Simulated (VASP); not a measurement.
Crystal: GaGe.

```
CELL_PARAMETERS angstrom
0.00000 2.89784 2.89784
2.89784 0.00000 2.89784
2.89784 2.89784 0.00000
ATOMIC_POSITIONS crystal
Ge 0.00000 0.00000 0.00000
Ga 0.25000 0.25000 0.25000
```

* Program: VASP 6.6.1
* Task: relaxation of cell and atoms
* Functional: PBEsol
* Dispersion: D3(BJ)
* Potentials or basis: VASP PAW PBE potentials, release 64 (Ge_d, Ga_d)
* Cutoff: 600 eV
* k mesh: 8 × 8 × 8
* Occupations: fermi-dirac, width 0.05 eV
* Spin: no spin polarisation

At the start: pressure -3.9 GPa; volume 24.33 Å³/atom.

**Question.** How do energy, volume and symmetry change on relaxing?

**Answer.** Over 3 steps the energy falls by 24.3 meV/atom and the volume is 22.49 Å³/atom (-7.6 %); space group F-43m (No. 216, to 0.1 Å) before and after.

Step by step:
```
step  energy change (eV)  largest force (eV/Å)  pressure (GPa)  volume (Å³)
   1              0.0000                0.0000           -3.95        48.67
   2             -0.0479                0.0000            0.57        44.57
   3             -0.0486                0.0000            0.02        44.98
```

Final structure:
```
CELL_PARAMETERS angstrom
0.00000 2.82272 2.82272
2.82272 0.00000 2.82272
2.82272 2.82272 0.00000
ATOMIC_POSITIONS crystal
Ge 0.00000 0.00000 0.00000
Ga 0.25000 0.25000 0.25000
```

Caveat: the PAW data sets were made with another functional, which shifts forces and pressure a little.
